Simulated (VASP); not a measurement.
# Al (P6_3/mmc) in VASP: notebook

The runs below take Al through single point, with PBE+D3(BJ).

Everything below comes from runs of VASP 6.6.1. Logs are shortened: lines on timing, memory, paths and dates and some standing lists are left out, and cuts for length are marked.

### Step 1. The cell of the first run

It takes space group P6_3/mmc (No. 194, hexagonal). The conventional cell has a = 2.860 Å, b = 2.860 Å, c = 8.950 Å, α = 90.00°, β = 90.00°, γ = 120.00°. Within 3.7 Å of Al (site symmetry -3m) lie 12 Al at 2.78 to 2.86 Å. Al (site symmetry -6m2) has 12 Al at 2.78 to 2.86 Å within 3.7 Å.

This isn't the form of Al at room conditions, which is fcc.

### Step 2. Single point, PBE+D3(BJ) (15.85 Å³/atom)

Input file INCAR:

```
PREC     = Accurate       # precision mode
ENCUT    = 520            # plane-wave cutoff, eV
EDIFF    = 1E-6           # SCF threshold, eV
ISMEAR   = 0              # smearing method
SIGMA    = 0.15           # smearing width, eV
LREAL    = F              # projectors in reciprocal space
LASPH    = T              # aspherical terms in the spheres
NELM     = 100            # most SCF steps
ALGO     = Fast           # electronic algorithm
ISIF     = 2              # what is computed and relaxed
LWAVE    = F              # write WAVECAR
LCHARG   = F              # write CHGCAR
GGA      = PE             # functional
IVDW     = 12             # dispersion correction
NBANDS   = 14             # bands
```

Input file KPOINTS:

```
Automatic mesh
0
Gamma
  18 18 6
```

Input file POSCAR:

```
Al
1.0
    2.8602792686      0.0000000000      0.0000000000
   -1.4301396343      2.4770745085      0.0000000000
    0.0000000000      0.0000000000      8.9500998594
Al
4
Direct
    0.0000000000      0.0000000000      0.0000000000
    0.3333333333      0.6666666667      0.2500000000
    0.0000000000      0.0000000000      0.5000000000
    0.6666666667      0.3333333333      0.7500000000
```

Potentials or basis: VASP PAW PBE potentials, release 64 (Al).

Started as:

```
cat potpaw_PBE.64/Al/POTCAR > POTCAR
mpirun -np 1 vasp_std > vasp.out
```

OUTCAR:

```text
PREC = Accurate
   ENCUT = 520
   EDIFF = 1E-6
   ISMEAR = 0
   LREAL = F
   LASPH = T
   NELM = 100
   ISIF = 2
   GGA = PE
   IVDW = 12
 IVDW          = 12

 ion  position               nearest neighbor table
   1  0.000  0.000  0.000-   2 2.78   4 2.78   2 2.78   4 2.78   4 2.78   2 2.78
   2  0.333  0.667  0.250-   1 2.78   3 2.78   1 2.78   3 2.78   1 2.78   3 2.78
   3  0.000  0.000  0.500-   2 2.78   4 2.78   2 2.78   4 2.78   4 2.78   2 2.78
   4  0.667  0.333  0.750-   1 2.78   3 2.78   1 2.78   3 2.78   1 2.78   3 2.78

  LATTYP: Found a hexagonal cell.
 ALAT       =     2.8602792686
 C/A-ratio  =     3.1291000000

  Lattice vectors:

 A1 = (   2.8602792686,   0.0000000000,   0.0000000000)
 A2 = (  -1.4301396343,   2.4770745085,   0.0000000000)
 A3 = (   0.0000000000,   0.0000000000,   8.9500998594)

Analysis of symmetry for initial positions (statically):
=====================================================================
 Subroutine PRICEL returns:
 Original cell was already a primitive cell.

 Routine SETGRP: Setting up the symmetry group for a
 hexagonal supercell.

 Subroutine GETGRP returns: Found 24 space group operations
 (whereof 12 operations were pure point group operations)
 out of a pool of 24 trial point group operations.

The static configuration has the point symmetry D_3d.
 The point group associated with its full space group is D_6h.

Analysis of symmetry for dynamics (positions and initial velocities):
=====================================================================
 Subroutine PRICEL returns:
 Original cell was already a primitive cell.

 Routine SETGRP: Setting up the symmetry group for a
 hexagonal supercell.

 Subroutine GETGRP returns: Found 24 space group operations
 (whereof 12 operations were pure point group operations)
 out of a pool of 24 trial point group operations.

The dynamic configuration has the point symmetry D_3d.
 The point group associated with its full space group is D_6h.

 Subroutine INISYM returns: Found 24 space group operations
 (whereof 12 operations are pure point group operations),
 and found     1 'primitive' translations

----------------------------------------------------------------------------------------

                                     Primitive cell

  volume of cell :      63.4126

  direct lattice vectors                    reciprocal lattice vectors
     2.860279269  0.000000000  0.000000000     0.349616211  0.201851013  0.000000000
    -1.430139634  2.477074508  0.000000000     0.000000000  0.403702027  0.000000000
     0.000000000  0.000000000  8.950099859     0.000000000  0.000000000  0.111730597
[... 105 lines left out ...]
   IALGO  =     68    algorithm
   IMIX   =      4    mixing-type and parameters
     AMIX     =   0.40;   BMIX     =  1.00
     AMIX_MAG =   1.60;   BMIX_MAG =  1.00
  volume/ion in A,a.u.               =      15.85       106.98
  Fermi-wavevector in a.u.,A,eV,Ry     =   0.939889  1.776134 12.019281  0.883392
  Thomas-Fermi vector in A             =   2.067247
   LORBIT       =      0    0 simple, 1 ext, 2 COOP (PROOUT), +10 PAW based schemes
   GGA     = PE    functional components
   LHFCALC =     F    Hartree Fock is set to
   AEXX    =    0.0000 exact exchange contribution
   IVDW    =    12    specifies the selected vdW correction
   LEPSILON=     F    determine dielectric tensor
   LRPA    =     F    only Hartree local field effects (RPA)
 non-spin polarized calculation
 RMM-DIIS sequential band-by-band and
 Gauss-broadening in eV      SIGMA  =   0.15
  energy-cutoff  :      520.00
  volume of cell :       63.41
 maximum number of plane-waves:      1731
 NGX is ok and might be reduce to    24
   NGX = 11   NGY = 11   NGZ = 33

 number of electron      12.0000000 magnetization

 Free energy of the ion-electron system (eV)
  ---------------------------------------------------
  ext. energy  EPLUGINS =         0.00000000
  ---------------------------------------------------
  free energy    TOTEN  =       -14.88298474 eV

  energy without entropy =      -14.86538143  energy(sigma->0) =      -14.87418308

 E-fermi :   8.4301     XC(G=0): -10.3422

 val. band max:        8.4174822846   @ k =   0.3889   0.2222   0.3333
 cond. band min:       8.4470858315   @ k =   0.3889   0.1111   0.5000
 fundamental gap:      0.0296035469
 Fermi energy:         8.4300709304

 k-point     1 :       0.0000    0.0000    0.0000
  band No.  band energies     occupation
      1      -2.9928      2.00000
      2      -1.1583      2.00000
      3      -1.1567      2.00000
      4       3.9211      2.00000
      5       4.5295      2.00000
      6      12.7711      0.00000
      7      12.7935      0.00000
      8      18.7182      0.00000
      9      18.7182      0.00000
     10      18.9395      0.00000
     11      18.9395      0.00000
     12      19.9872      0.00000
     13      19.9889      0.00000
     14      20.2049      0.00000
[... 377 lines left out ...]
      1       1.9033      2.00000
      2       3.6400      2.00000
      3       3.6586      2.00000
      4       4.4524      2.00000
      5       6.2261      2.00000
      6       6.2702      2.00000
      7       8.5613      0.21601
      8       9.2864      0.00000
      9      10.6777      0.00000
     10      11.0021      0.00000
     11      12.1154      0.00000
     12      12.5768      0.00000
     13      12.8878      0.00000
     14      16.9665      0.00000

 [... further k-points ...]

------------------------ aborting loop because EDIFF is reached ----------------------------------------

 Edisp (eV)   -1.40244

 E8    (eV) :    -0.6275

  FORCE on cell =-STRESS in cart. coord.  units (eV):
  Direction    XX          YY          ZZ          XY          YZ          ZX
  --------------------------------------------------------------------------------------
  -------------------------------------------------------------------------------------
  Total      -0.47123    -0.47123     1.12072     0.00000     0.00000     0.00000
  in kB     -11.90612   -11.90612    28.31596     0.00000     0.00000     0.00000
  external pressure =        1.50 kB  Pullay stress =        0.00 kB

 VOLUME and BASIS-vectors are now :
 -----------------------------------------------------------------------------
  energy-cutoff  :      520.00
  volume of cell :       63.41
      direct lattice vectors                 reciprocal lattice vectors
     2.860279269  0.000000000  0.000000000     0.349616211  0.201851013  0.000000000
    -1.430139634  2.477074508  0.000000000     0.000000000  0.403702027  0.000000000
     0.000000000  0.000000000  8.950099859     0.000000000  0.000000000  0.111730597

 POSITION                                       TOTAL-FORCE (eV/Angst)
 -----------------------------------------------------------------------------------
      0.00000      0.00000      0.00000         0.000000      0.000000      0.000000
     -0.00000      1.65138      2.23752        -0.000000      0.000000      0.000000
      0.00000      0.00000      4.47505         0.000000      0.000000      0.000000
      1.43014      0.82569      6.71257         0.000000     -0.000000      0.000000
 -----------------------------------------------------------------------------------
    total drift:                               -0.000000      0.000000      0.000000

  FREE ENERGIE OF THE ION-ELECTRON SYSTEM (eV)
  ---------------------------------------------------
  free  energy   TOTEN  =       -16.2854218616 eV

  energy  without entropy=      -16.2678185526  energy(sigma->0) =      -16.27662021
```

OSZICAR:

```text
N       E                     dE             d eps       ncg     rms          rms(c)
DAV:   1     0.628216719511E+01    0.62822E+01   -0.41645E+03  4144   0.661E+02
DAV:   2    -0.142888555267E+02   -0.20571E+02   -0.19070E+02  5438   0.903E+01
DAV:   3    -0.149756039277E+02   -0.68675E+00   -0.67911E+00  5536   0.132E+01
DAV:   4    -0.149800780325E+02   -0.44741E-02   -0.44734E-02  4852   0.136E+00
DAV:   5    -0.149801304506E+02   -0.52418E-04   -0.52419E-04  5580   0.150E-01    0.273E+00
RMM:   6    -0.149236050529E+02    0.56525E-01   -0.51449E-03  4155   0.421E-01    0.160E+00
RMM:   7    -0.148832819145E+02    0.40323E-01   -0.14408E-02  4288   0.679E-01    0.192E-01
RMM:   8    -0.148829802618E+02    0.30165E-03   -0.69048E-04  4461   0.175E-01    0.199E-02
RMM:   9    -0.148829856342E+02   -0.53724E-05   -0.10718E-04  4793   0.712E-02    0.336E-02
RMM:  10    -0.148829870521E+02   -0.14179E-05   -0.13940E-05  4840   0.258E-02    0.401E-02
RMM:  11    -0.148829856889E+02    0.13632E-05   -0.33474E-06  4419   0.114E-02    0.770E-02
RMM:  12    -0.148829843884E+02    0.13004E-05   -0.17287E-06  4045   0.658E-03    0.629E-02
RMM:  13    -0.148829847392E+02   -0.35080E-06   -0.44714E-07  2642   0.350E-03
   1 F= -.16285422E+02 E0= -.16276620E+02  d E =-.176033E-01
```

stdout:

```text
POSCAR found type information on POSCAR Al
 POSCAR found :  1 types and       4 ions
 scaLAPACK will be used
 LDA part: xc-table for (Slater+PW92), standard interpolation
 POSCAR, INCAR and KPOINTS ok, starting setup
 FFT: planning ... GRIDC
 FFT: planning ... GRID_SOFT
 FFT: planning ... GRID
 WAVECAR not read
 entering main loop
```

It took 45 s on 1 thread of Intel Xeon 6975P-C (Granite Rapids), shared host; peak memory 0.25 GiB.

Results:

```yaml
Free_energy: -16.2854 eV
Pressure: 0.2 GPa
Band_gap_on_the_k_mesh: zero (bands 6 and 7 overlap by 6.27 eV)
Dispersion_energy_per_atom: -0.351 eV
```

Levels at points of the mesh, in eV from the Fermi level:
```
           k point  band 3  band 4  band 5  band 6  band 7  band 8  band 9  band 10
(0.00, 0.00, 0.00)   -9.59   -4.51   -3.90    4.34    4.36   10.29   10.29    10.51
(0.50, 0.00, 0.00)   -4.12   -4.02   -3.49   -3.37    0.87    1.33    1.77     2.04
(0.00, 0.00, 0.50)   -7.33   -7.33   -0.28   -0.28    9.51    9.51   10.63    10.63
(0.50, 0.00, 0.50)   -5.04   -5.04   -1.87   -1.87   -1.18   -1.18    5.00     5.00
```

### Step 3. Single point, PBE+D3(BJ) (15.85 Å³/atom)

Input file INCAR:

```
ALGO = Normal
EDIFF = 1E-6
ENCUT = 520
GGA = PE
ISIF = 2
ISMEAR = 0
IVDW = 12
LASPH = True
LCHARG = True
LELF = True
LREAL = False
LVHAR = True
LWAVE = False
NBANDS = 14
NELM = 80
PREC = Accurate
SIGMA = 0.15
```

Input file KPOINTS:

```
k-points
0
Gamma
  18 18 6
```

Input file POSCAR:

```
Al
1.0
    2.8298589290      0.0000000000      0.0000000000
   -1.4149294645      2.4507297217      0.0000000000
    0.0000000000      0.0000000000      9.1435571856
Al
4
Direct
    0.0000000000      0.0000000000      0.0000000000
    0.3333333333      0.6666666667      0.2500000000
    0.0000000000      0.0000000000      0.5000000000
    0.6666666667      0.3333333333      0.7500000000
```

Potentials or basis: VASP PAW PBE potentials, release 64 (Al).

Started as:

```
cat potpaw_PBE.64/Al/POTCAR > POTCAR
mpirun -np 1 vasp_std > vasp.out
```

It took 35 s on 1 thread of Intel Xeon 6975P-C (Granite Rapids), shared host; peak memory 0.25 GiB.

It converged, with:

| Property | Result |
| --- | --- |
| Free energy | -16.3111 eV |
| Pressure | -0.1 GPa |
| Band gap on the k mesh | zero (bands 6 and 7 overlap by 5.72 eV) |
| Dispersion energy per atom | -0.351 eV |

Stress tensor (GPa, compression positive):
```
-0.60  0.00  0.00
 0.00 -0.60  0.00
 0.00  0.00  1.03
```

Levels at points of the mesh, in eV from the Fermi level:
```tsv
k point	band 3	band 4	band 5	band 6	band 7	band 8	band 9	band 10
(0.00, 0.00, 0.00)	-9.65	-4.69	-4.30	3.73	3.74	10.81	10.81	10.98
(0.50, 0.00, 0.00)	-4.05	-3.98	-3.40	-3.31	0.83	1.28	1.49	1.81
(0.00, 0.00, 0.50)	-7.48	-7.48	-0.73	-0.73	8.75	8.75	11.15	11.15
(0.50, 0.00, 0.50)	-4.94	-4.94	-1.88	-1.88	-1.20	-1.20	4.81	4.81
```

### Step 4. Single point, PBE+D3(BJ) (15.85 Å³/atom)

Input file INCAR:

```
ALGO = Normal
EDIFF = 1E-7
ENCUT = 520
GGA = PE
ISIF = 2
ISMEAR = 0
IVDW = 12
LASPH = True
LCHARG = False
LREAL = False
LWAVE = False
NBANDS = 14
NELM = 100
PREC = Accurate
SIGMA = 0.15
```

KPOINTS is that of step 3.

Input file POSCAR:

```
Al
1.0
    2.7405476167      0.0000000000      0.0000000000
   -1.3702738083      2.3733838563      0.0000000000
    0.0000000000      0.0000000000      9.7492240916
Al
4
Direct
    0.0000000000      0.0000000000      0.0000000000
    0.3333333333      0.6666666667      0.2500000000
    0.0000000000      0.0000000000      0.5000000000
    0.6666666667      0.3333333333      0.7500000000
```

Started as:

```
cat potpaw_PBE.64/Al/POTCAR > POTCAR
mpirun -np 1 vasp_std > vasp.out
```

Run time: 43 s. Hardware: 1 thread of Intel Xeon 6975P-C (Granite Rapids), shared host; peak memory 0.24 GiB.

Results (log left out):

| Item | Value |
| --- | --- |
| Free energy | -16.2395 eV |
| Pressure | 0.9 GPa |
| Band gap on the k mesh | zero (bands 6 and 7 overlap by 4.34 eV) |
| Dispersion energy per atom | -0.351 eV |

Stress tensor (GPa, compression positive):
```
 3.16  0.00  0.00
 0.00  3.16  0.00
 0.00  0.00 -3.71
```

Levels at points of the mesh, in eV from the Fermi level:
| k point | band 4 | band 5 | band 6 | band 7 | band 8 | band 9 |
| --- | --- | --- | --- | --- | --- | --- |
| (0.00, 0.00, 0.00) | -5.44 | -5.14 | 2.01 | 2.01 | 10.94 | 12.07 |
| (0.50, 0.00, 0.00) | -3.84 | -3.11 | -3.09 | 0.71 | 0.84 | 1.14 |
| (0.00, 0.00, 0.50) | -7.93 | -1.96 | -1.96 | 6.55 | 6.55 | 12.58 |
| (0.50, 0.00, 0.50) | -4.57 | -1.90 | -1.90 | -1.23 | -1.23 | 3.96 |

Caveat: the stress differs along the axes, from -4 to 3 GPa.

### Step 5. Single point, PBE+D3(BJ) (15.85 Å³/atom)

Input file INCAR:

```
SYSTEM = Al
PREC = Accurate ; ENCUT = 520
EDIFF = 1E-6 ; ISMEAR = 0
SIGMA = 0.15 ; LREAL = .FALSE.
LASPH = .TRUE. ; NELM = 100
ALGO = Normal ; ISIF = 2
LWAVE = .FALSE. ; LCHARG = .FALSE.
GGA = PE ; IVDW = 12
NBANDS = 14
```

Input file KPOINTS:

```
regular mesh
0
G
  18 18 6
  0 0 0
```

Input file POSCAR:

```
Al
1.0
    2.7997690932      0.0000000000      0.0000000000
   -1.3998845466      2.4246711594      0.0000000000
    0.0000000000      0.0000000000      9.3411496025
Al
4
Direct
    0.0000000000      0.0000000000      0.0000000000
    0.3333333333      0.6666666667      0.2500000000
    0.0000000000      0.0000000000      0.5000000000
    0.6666666667      0.3333333333      0.7500000000
```

Potentials or basis: VASP PAW PBE potentials, release 64 (Al).

Started as:

```
cat potpaw_PBE.64/Al/POTCAR > POTCAR
mpirun -np 1 vasp_std > vasp.out
```

OUTCAR:

```text
SYSTEM = Al
   PREC = Accurate
   ENCUT = 520
   EDIFF = 1E-6
   ISMEAR = 0
   LREAL = .FALSE.
   LASPH = .TRUE.
   NELM = 100
   ISIF = 2
   GGA = PE
   IVDW = 12
 IVDW          = 12

 ion  position               nearest neighbor table
   1  0.000  0.000  0.000-   2 2.84   4 2.84   2 2.84   4 2.84   4 2.84   2 2.84
   2  0.333  0.667  0.250-   1 2.84   3 2.84   1 2.84   3 2.84   1 2.84   3 2.84
   3  0.000  0.000  0.500-   2 2.84   4 2.84   2 2.84   4 2.84   4 2.84   2 2.84
   4  0.667  0.333  0.750-   1 2.84   3 2.84   1 2.84   3 2.84   1 2.84   3 2.84

  LATTYP: Found a hexagonal cell.
 ALAT       =     2.7997690932
 C/A-ratio  =     3.3364000000

  Lattice vectors:

 A1 = (   2.7997690932,   0.0000000000,   0.0000000000)
 A2 = (  -1.3998845466,   2.4246711594,   0.0000000000)
 A3 = (   0.0000000000,   0.0000000000,   9.3411496025)

Analysis of symmetry for initial positions (statically):
=====================================================================
 Subroutine PRICEL returns:
 Original cell was already a primitive cell.

 Routine SETGRP: Setting up the symmetry group for a
 hexagonal supercell.

 Subroutine GETGRP returns: Found 24 space group operations
[... 193 lines left out ...]
     13      20.7718      0.00000
     14      20.7756      0.00000
[... 377 lines left out ...]
      1       2.1131      2.00000
      2       3.7088      2.00000
      3       3.7150      2.00000
      4       4.7554      2.00000
      5       6.4124      2.00000
      6       6.4242      2.00000
      7       8.4312      0.87697
      8       8.7966      0.00032
      9      10.7981      0.00000
     10      11.0160      0.00000
     11      12.1118      0.00000
     12      12.9399      0.00000
     13      13.2348      0.00000
     14      16.3642      0.00000

 [... further k-points ...]

------------------------ aborting loop because EDIFF is reached ----------------------------------------

 Edisp (eV)   -1.40239

 E8    (eV) :    -0.6275

  FORCE on cell =-STRESS in cart. coord.  units (eV):
  Direction    XX          YY          ZZ          XY          YZ          ZX
  --------------------------------------------------------------------------------------
  -------------------------------------------------------------------------------------
  Total       0.25697     0.25697    -0.50546     0.00000    -0.00000    -0.00000
  in kB       6.49266     6.49266   -12.77087     0.00000    -0.00000    -0.00000
  external pressure =        0.07 kB  Pullay stress =        0.00 kB

 VOLUME and BASIS-vectors are now :
 -----------------------------------------------------------------------------
  energy-cutoff  :      520.00
  volume of cell :       63.41
      direct lattice vectors                 reciprocal lattice vectors
     2.799769093  0.000000000  0.000000000     0.357172312  0.206213530  0.000000000
    -1.399884547  2.424671159  0.000000000     0.000000000  0.412427061  0.000000000
     0.000000000  0.000000000  9.341149602     0.000000000  0.000000000  0.107053205

 POSITION                                       TOTAL-FORCE (eV/Angst)
 -----------------------------------------------------------------------------------
      0.00000      0.00000      0.00000        -0.000000      0.000000      0.000000
     -0.00000      1.61645      2.33529         0.000000      0.000000      0.000000
      0.00000      0.00000      4.67057        -0.000000      0.000000      0.000000
      1.39988      0.80822      7.00586         0.000000      0.000000     -0.000000
 -----------------------------------------------------------------------------------
    total drift:                               -0.000000      0.000000      0.000000

  FREE ENERGIE OF THE ION-ELECTRON SYSTEM (eV)
  ---------------------------------------------------
  free  energy   TOTEN  =       -16.3107624496 eV

  energy  without entropy=      -16.2924312053  energy(sigma->0) =      -16.30159683
```

stdout:

```text
POSCAR found type information on POSCAR Al
 POSCAR found :  1 types and       4 ions
 scaLAPACK will be used
 LDA part: xc-table for (Slater+PW92), standard interpolation
 POSCAR, INCAR and KPOINTS ok, starting setup
 FFT: planning ... GRIDC
 FFT: planning ... GRID_SOFT
 FFT: planning ... GRID
 WAVECAR not read
 entering main loop
```

Run time: 31 s. Hardware: 1 thread of Intel Xeon 6975P-C (Granite Rapids), shared host; peak memory 0.25 GiB.

Results:

* Free energy: -16.3108 eV
* Pressure: 0.0 GPa
* Band gap on the k mesh: zero (bands 6 and 7 overlap by 5.25 eV)
* Dispersion energy per atom: -0.351 eV

Levels at points of the mesh, in eV from the Fermi level:
```csv
k point,band 4,band 5,band 6,band 7,band 8,band 9
"(0.00, 0.00, 0.00)",-4.86,-4.69,3.13,3.14,11.33,11.33
"(0.50, 0.00, 0.00)",-3.95,-3.31,-3.26,0.81,1.21,1.24
"(0.00, 0.00, 0.50)",-7.64,-1.17,-1.17,8.00,8.00,11.65
"(0.50, 0.00, 0.50)",-4.83,-1.90,-1.90,-1.22,-1.22,4.50
```

(Continued in part 2 of 2.)

The gap in the log of VASP goes by the Fermi energy; the results here count the filled bands.